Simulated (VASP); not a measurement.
# Si4Mo2C in VASP: single point with PBE

Aim: the single point of Si4Mo2C with PBE.

Program: VASP 6.6.1. These are calculated values, not measurements. Logs are shortened: lines on timing, memory, paths and dates and some standing lists are left out, and cuts for length are marked.

**1. The cell of the first run**

The cell holds a slab with vacuum, 7 atoms: a = 3.217 Å, b = 3.217 Å, c = 23.379 Å, α = 90.00°, β = 90.00°, γ = 90.00°.

**2. Single point, PBE, collinear spin, ferromagnetic start**

The input, INCAR:

```
SYSTEM = Si4Mo2C
ALGO     = Normal         ! electronic algorithm
DIPOL    = 0.5 0.5 0.332
EDIFF    = 1E-7           ! SCF threshold, eV
ENCUT    = 520            ! plane-wave cutoff, eV
GGA      = PE             ! functional
IDIPOL   = 3            
ISIF     = 2              ! what is computed and relaxed
ISMEAR   = 0              ! smearing method
ISPIN    = 2              ! spin polarisation
LASPH    = .TRUE.         ! aspherical terms in the spheres
LCHARG   = .FALSE.        ! write CHGCAR
LDIPOL   = .TRUE.       
LMAXMIX  = 4              ! l up to which the mixer works
LORBIT   = 11             ! projections on sites
LREAL    = .FALSE.        ! projectors in reciprocal space
LWAVE    = .FALSE.        ! write WAVECAR
MAGMOM   = 0 0 0 0 0 0 2  ! initial moments
NBANDS   = 37             ! bands
NELM     = 150            ! most SCF steps
PREC     = Accurate       ! precision mode
SIGMA    = 0.1            ! smearing width, eV
```

The input, KPOINTS:

```
k-points
0
G
  8 8 1
  0 0 0
```

The input, POSCAR:

```
Si4Mo2C
1.0
    3.2169717515      0.0000000000      0.0000000000
    0.0000000000      3.2169717515      0.0000000000
    0.0000000000      0.0000000000     23.3787970174
Si Mo C
4 2 1
Direct
    0.0000000000      0.0000000000      0.1710952021
    0.0000000000      0.0000000000      0.2821631729
    0.5000000000      0.5000000000      0.3363088202
    0.5000000000      0.5000000000      0.4439405933
    0.5000000000      0.5000000000      0.2266291875
    0.0000000000      0.0000000000      0.3923845043
    1.0000000000      1.0000000000      0.4691771356
```

Potentials or basis: VASP PAW PBE potentials, release 64 (Si, Mo_sv, C).

The run is started by

```bash
$ cat potpaw_PBE.64/Si/POTCAR potpaw_PBE.64/Mo_sv/POTCAR potpaw_PBE.64/C/POTCAR > POTCAR
$ mpirun -np 1 vasp_std > vasp.out
```

OUTCAR:

```text
SYSTEM = Si4Mo2C
   EDIFF = 1E-7
   ENCUT = 520
   GGA = PE
   ISIF = 2
   ISMEAR = 0
   ISPIN = 2
   LASPH = .TRUE.
   LORBIT = 11
   LREAL = .FALSE.
   NELM = 150
   PREC = Accurate

 ion  position               nearest neighbor table
   1  0.000  0.000  0.171-   2 2.60   5 2.62   5 2.62   5 2.62   5 2.62
   2  0.000  0.000  0.282-   6 2.58   1 2.60   3 2.60   3 2.60   3 2.60   3 2.60   5 2.62   5 2.62
                             5 2.62   5 2.62
   3  0.500  0.500  0.336-   4 2.52   5 2.56   2 2.60   2 2.60   2 2.60   2 2.60   6 2.63   6 2.63
                             6 2.63   6 2.63
   4  0.500  0.500  0.444-   7 2.35   7 2.35   7 2.35   7 2.35   3 2.52   6 2.57   6 2.57   6 2.57
                             6 2.57
   5  0.500  0.500  0.227-   3 2.56   2 2.62   2 2.62   2 2.62   2 2.62   1 2.62   1 2.62   1 2.62
                             1 2.62
   6  0.000  0.000  0.392-   7 1.80   4 2.57   4 2.57   4 2.57   4 2.57   2 2.58   3 2.63   3 2.63
                             3 2.63   3 2.63
   7  0.000  0.000  0.469-   6 1.80   4 2.35   4 2.35   4 2.35   4 2.35

  LATTYP: Found a simple tetragonal cell.
 ALAT       =     3.2169717515
 C/A-ratio  =     7.2673305280

  Lattice vectors:

 A1 = (   3.2169717515,   0.0000000000,   0.0000000000)
 A2 = (   0.0000000000,   3.2169717515,   0.0000000000)
 A3 = (   0.0000000000,   0.0000000000,  23.3787970174)

Analysis of symmetry for initial positions (statically):
=====================================================================
 Subroutine PRICEL returns:
 Original cell was already a primitive cell.

 Routine SETGRP: Setting up the symmetry group for a
 simple tetragonal supercell.

 Subroutine GETGRP returns: Found  8 space group operations
 (whereof  8 operations were pure point group operations)
 out of a pool of 16 trial point group operations.

The static configuration has the point symmetry C_4v.

Analysis of symmetry for dynamics (positions and initial velocities):
=====================================================================
 Subroutine PRICEL returns:
 Original cell was already a primitive cell.

 Routine SETGRP: Setting up the symmetry group for a
 simple tetragonal supercell.

 Subroutine GETGRP returns: Found  8 space group operations
 (whereof  8 operations were pure point group operations)
 out of a pool of 16 trial point group operations.

The dynamic configuration has the point symmetry C_4v.

Analysis of structural, dynamic, and magnetic symmetry:
=====================================================================
 Subroutine PRICEL returns:
 Original cell was already a primitive cell.

[... 156 lines left out ...]
  free energy    TOTEN  =       -48.96375950 eV

  energy without entropy =      -48.94349911  energy(sigma->0) =      -48.95362930

 E-fermi :   0.7839     XC(G=0):  -5.2825

 val. band max:        0.7682304560   @ k =   0.1250   0.1250   0.0000
 cond. band min:       0.7880732792   @ k =   0.0000   0.0000   0.0000
 fundamental gap:      0.0198428232
 Fermi energy:         0.7838943150

 spin component 1

 k-point     1 :       0.0000    0.0000    0.0000
  band No.  band energies     occupation
      1     -60.1331      1.00000
      2     -59.7832      1.00000
      3     -34.6728      1.00000
      4     -34.2154      1.00000
      5     -34.2154      1.00000
      6     -33.9352      1.00000
[... 574 lines left out ...]
     35       5.2760      0.00000
     36       6.0159      0.00000
 Fermi energy:         0.7838943150

 spin component 2

 k-point     1 :       0.0000    0.0000    0.0000
  band No.  band energies     occupation
      1     -60.1331      1.00000
      2     -59.7832      1.00000
      3     -34.6728      1.00000
      4     -34.2154      1.00000
      5     -34.2154      1.00000
      6     -33.9352      1.00000
[... 574 lines left out ...]
     35       5.2760      0.00000
     36       6.0159      0.00000
 [bands above 36 left out]

------------------------ aborting loop because EDIFF is reached ----------------------------------------

 vacuum level on the upper side and lower side of the slab       (xc-potential included)         0.953        -1.024

  FORCE on cell =-STRESS in cart. coord.  units (eV):
  Direction    XX          YY          ZZ          XY          YZ          ZX
  --------------------------------------------------------------------------------------
  -------------------------------------------------------------------------------------
  Total       -0.9423134     -0.9423134     14.9083553      0.0000000     -0.0000000      0.0000000
  in kB       -6.2400676     -6.2400676     98.7242090      0.0000000     -0.0000000      0.0000000
  external PRESSURE =      28.7480246 kB  Pullay stress =       0.0000000 kB

 VOLUME and BASIS-vectors are now :
 -----------------------------------------------------------------------------
  energy-cutoff  :      520.00
  volume of cell :      241.95
      direct lattice vectors                 reciprocal lattice vectors
     3.216971752  0.000000000  0.000000000     0.310851346  0.000000000  0.000000000
     0.000000000  3.216971752  0.000000000     0.000000000  0.310851346  0.000000000
     0.000000000  0.000000000 23.378797017     0.000000000  0.000000000  0.042773801

 POSITION                                       TOTAL-FORCE (eV/Angst)
 -----------------------------------------------------------------------------------
      0.00000      0.00000      4.00000        -0.000000      0.000000      0.647624
      0.00000      0.00000      6.59664        -0.000000      0.000000     -1.723762
      1.60849      1.60849      7.86250        -0.000000      0.000000     -1.123473
      1.60849      1.60849     10.37880        -0.000000      0.000000      2.873518
      1.60849      1.60849      5.29832        -0.000000     -0.000000     -0.409762
      0.00000      0.00000      9.17348        -0.000000      0.000000     -4.338364
      0.00000      0.00000     10.96880         0.000000      0.000000      4.074219
 -----------------------------------------------------------------------------------
    total drift:                                0.000000      0.000000     -0.000307

  FREE ENERGIE OF THE ION-ELECTRON SYSTEM (eV)
  ---------------------------------------------------
  free  energy   TOTEN  =       -48.9637594959 eV

  energy  without entropy=      -48.9434991088  energy(sigma->0) =      -48.95362930

 vacuum level on the upper side and lower side of the slab         7.236         5.216

 total charge

# of ion       s       p       d       tot
------------------------------------------
    1        0.837   0.763   0.000   1.600
    2        0.754   0.882   0.000   1.636
    3        0.753   0.886   0.000   1.640
    4        0.747   0.810   0.000   1.556
    5        2.275   6.174   4.142  12.590
    6        2.349   6.277   4.434  13.061
    7        0.927   1.361   0.000   2.288
--------------------------------------------------
tot          8.642  17.153   8.576  34.370

 magnetization (x)

# of ion       s       p       d       tot
------------------------------------------
    1        0.000   0.000   0.000   0.000
    2        0.000  -0.000   0.000  -0.000
    3       -0.000  -0.000   0.000  -0.000
    4        0.000  -0.000   0.000   0.000
    5        0.000  -0.000   0.000   0.000
    6        0.000   0.000   0.000   0.000
    7        0.000   0.000   0.000   0.000
--------------------------------------------------
tot          0.000   0.000   0.000   0.000
```

OSZICAR:

```text
N       E                     dE             d eps       ncg     rms          rms(c)
DAV:   1     0.324171737854E+03    0.32417E+03   -0.25105E+04  2692   0.109E+03
DAV:   2    -0.341691466481E+02   -0.35834E+03   -0.34356E+03  2756   0.280E+02
DAV:   3    -0.507502757840E+02   -0.16581E+02   -0.15939E+02  2761   0.532E+01
[... 35 lines left out ...]
DAV:  39    -0.489637579474E+02   -0.17079E-05   -0.31431E-08  1984   0.402E-04    0.143E-04
DAV:  40    -0.489637586146E+02   -0.66719E-06   -0.50252E-09  1879   0.230E-04    0.106E-04
DAV:  41    -0.489637592742E+02   -0.65962E-06   -0.14258E-08  1771   0.255E-04    0.762E-05
DAV:  42    -0.489637594757E+02   -0.20154E-06   -0.60721E-09  1785   0.161E-04    0.715E-05
DAV:  43    -0.489637594959E+02   -0.20188E-07   -0.10532E-09  1705   0.829E-05
   1 F= -.48963759E+02 E0= -.48953629E+02  d E =-.202604E-01  mag=     0.0000
```

It took 11 min on 1 thread of AMD EPYC 7R13 (Zen 3), shared host; peak memory 0.47 GiB.

What came out:

```
Free energy                                           : -48.9638 eV
Largest force                                         : 4.338 eV/Å
Band gap on the k mesh                                : zero (filled and empty bands overlap)
Net moment                                            : 0.00 μB per cell
Valence electrons inside the program's atomic spheres : Si 1.60, 1.64, 1.56; Mo 12.59, 13.06; C 2.29
```

Forces on the atoms (eV/Å):
```
Si   0.000  0.000  0.648
Si   0.000  0.000 -1.724
Si   0.000  0.000 -1.123
Si   0.000  0.000  2.874
Mo   0.000  0.000 -0.410
Mo   0.000  0.000 -4.338
C    0.000  0.000  4.074
```

Levels at points of the mesh, in eV from the Fermi level:
Spin up:
| k point | band 21 | band 22 | band 23 | band 24 | band 25 | band 26 | band 27 | band 28 |
| --- | --- | --- | --- | --- | --- | --- | --- | --- |
| (0.00, 0.00, 0.00) | -1.75 | 0.00 | 0.12 | 0.12 | 0.65 | 0.65 | 1.31 | 2.38 |
| (0.50, 0.00, 0.00) | -1.76 | -1.16 | -0.99 | -0.24 | -0.08 | 1.83 | 2.02 | 2.31 |
| (0.50, 0.50, 0.00) | -1.99 | -1.82 | -1.82 | -0.50 | 1.05 | 1.96 | 2.02 | 2.02 |
Spin down:
```
           k point  band 22  band 23  band 24  band 25  band 26  band 27
(0.00, 0.00, 0.00)     0.00     0.12     0.12     0.65     0.65     1.31
(0.50, 0.00, 0.00)    -1.16    -0.99    -0.24    -0.08     1.83     2.02
(0.50, 0.50, 0.00)    -1.82    -1.82    -0.50     1.05     1.96     2.02
```
